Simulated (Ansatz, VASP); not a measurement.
# Rh in VASP and in Ansatz

```xyz
1
Lattice="-1.4767 1.4767 1.4767 1.4767 -1.4767 1.4767 1.4767 1.4767 -1.4767" Properties=species:S:1:pos:R:3 pbc="T T T"
Rh    0.0000    0.0000    0.0000
```

Alike in both runs: task single point; functional PBE; k mesh 8 × 8 × 8; collinear spin.

|  | VASP | Ansatz |
| --- | --- | --- |
| version | VASP 6.6.1 | Ansatz 0.2 development build |
| potentials or method | VASP PAW PBE potentials, release 64 (Rh_pv) | scalar-relativistic |
| plane-wave cutoff (eV) | 500 | 1197 |
| occupations | fermi-dirac, width 0.1 eV | fermi-dirac |

|  | VASP | Ansatz | Ansatz less VASP |
| --- | --- | --- | --- |
| net moment per atom (μB) | 0.00 | 0.00 | 0.000 |

The k mesh is coarse, so the values compare programs but aren't converged.
